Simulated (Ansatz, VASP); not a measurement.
## Na in VASP and in Ansatz

The input INCAR:

```
ALGO = Normal ; EDIFF = 1E-6
ENCUT = 520 ; GGA = PE
ISIF = 2 ; ISMEAR = 0
LASPH = True ; LCHARG = False
LREAL = False ; LWAVE = False
NBANDS = 10 ; NELM = 80
PREC = Accurate ; SIGMA = 0.15
```

File KPOINTS:

```
k-points
0
Gamma
  16 16 16
```

The input POSCAR:

```
Na
1.0
   -2.1175000000      2.1598500000      2.1175000000
    2.1175000000     -2.1598500000      2.1175000000
    2.1175000000      2.1598500000     -2.1175000000
Na
1
Direct
    0.0000000000      0.0000000000      0.0000000000
```

Input for Ansatz:

```yaml
crystal:
  lattice:
    - [-2.1175, 2.15985, 2.1175]
    - [2.1175, -2.15985, 2.1175]
    - [2.1175, 2.15985, -2.1175]
  atoms:
    - { symbol: Na, position: [0.0, 0.0, 0.0] }
basis:
  ecutwfc: 420
kpoints:
  mp_grid: { grid: [16, 16, 16] }
hamiltonian:
  xc: pbe
scf:
  occupations: { method: gaussian, width: 0.15 }
output:
  forces: true
  stress: true
  eigenvalues: true
```

Change from the starting cell: strain +0.0200 x Voigt [0, 1, 0, 0, 0, 0], atoms carried along.

Alike in both runs: task single point; functional PBE; k mesh 16 × 16 × 16; occupations gaussian, width 0.15 eV; no spin polarisation.

|  | VASP | Ansatz |
| --- | --- | --- |
| version | VASP 6.6.1 | Ansatz 0.2.0 |
| potentials or method | VASP PAW PBE potentials, release 64 (Na_pv), cutoff 520 eV | scalar-relativistic, plane waves, PAW |
| valence electrons in the cell | 7 | 9 |

|  | VASP | Ansatz | Ansatz less VASP |
| --- | --- | --- | --- |
| gap on the k mesh at the Fermi level (eV) | none | none | - |
| pressure (GPa) | -0.4 | -0.3 | +0.02 |

A gap of «none» marks a metal or a gap that the smearing closes. VASP's potentials hold 7 valence electrons a cell and Ansatz's 9, so a difference there can come from the potentials and not from the codes.
